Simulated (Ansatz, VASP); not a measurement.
Ge in VASP and in Ansatz

The input INCAR:

```
ALGO = Normal ; DIPOL = 0.5 0.5 0.311
EDIFF = 1E-7 ; ENCUT = 520
GGA = PE ; IDIPOL = 3
ISIF = 2 ; ISMEAR = 0
LASPH = True ; LCHARG = True
LDIPOL = True ; LELF = True
LREAL = False ; LVACPOTAV = True
LVHAR = True ; LWAVE = False
NBANDS = 36 ; NELM = 80
PREC = Accurate ; SIGMA = 0.1
```

KPOINTS

```
k-points
0
Gamma
  9 9 1
```

Contents of POSCAR:

```
Ge
1.0
    4.0740542171      0.0000000000      0.0000000000
   -2.0370271085      3.5282344484      0.0000000000
    0.0000000000      0.0000000000     19.7403205846
Ge
4
Direct
    0.3333333333      0.6666666667      0.2026309544
    0.0000000000      0.0000000000      0.2447585800
    0.0000000000      0.0000000000      0.3792011874
    0.6666666667      0.3333333333      0.4174360061
```

Input for Ansatz:

```yaml
crystal:
  lattice:
    - [4.0740542166, 0.0, 0.0]
    - [-2.0370271083, 3.528234448, 0.0]
    - [0.0, 0.0, 19.7403206193]
  atoms:
    - { symbol: Ge, position: [0.3333333333, 0.6666666667, 0.202630954] }
    - { symbol: Ge, position: [0.0, 0.0, 0.2447585796] }
    - { symbol: Ge, position: [0.0, 0.0, 0.3792011865] }
    - { symbol: Ge, position: [0.6666666667, 0.3333333333, 0.4174360072] }
basis:
  ecutwfc: 420
kpoints:
  mp_grid: { grid: [9, 9, 1] }
hamiltonian:
  xc: pbe
  pseudopotentials: { kind: paw, azcp: { folder: soft_1 } }
scf:
  occupations: { method: gaussian, width: 0.1 }
output:
  forces: true
  eigenvalues: true
efield:
  axis: 3
  dipole_correction: true
  ramp_width: 0.04
```

Alike in both runs: task single point; functional PBE; k mesh 9 × 9 × 1; occupations gaussian, width 0.1 eV; no spin polarisation.

```csv
,VASP,Ansatz
version,VASP 6.6.1,Ansatz 0.2.0
potentials or method,"VASP PAW PBE potentials, release 64 (Ge_d), cutoff 520 eV","scalar-relativistic, plane waves, PAW"
valence electrons in the cell,56,56
```

|  | VASP | Ansatz | Ansatz less VASP |
| --- | --- | --- | --- |
| gap on the k mesh at the Fermi level (eV) | none | none | - |
| rms of the force components (eV/Å) | 0.115 | 0.115 | +0.0001 |
| work function, face that differs most (eV) | 4.62 | 4.62 | -0.001 |

Atom by atom the forces differ by 0.001 eV/Å (rms over components). A gap of «none» marks a metal or a gap that the smearing closes. The functional is the same, so the differences come from potentials, cutoffs and numerics.
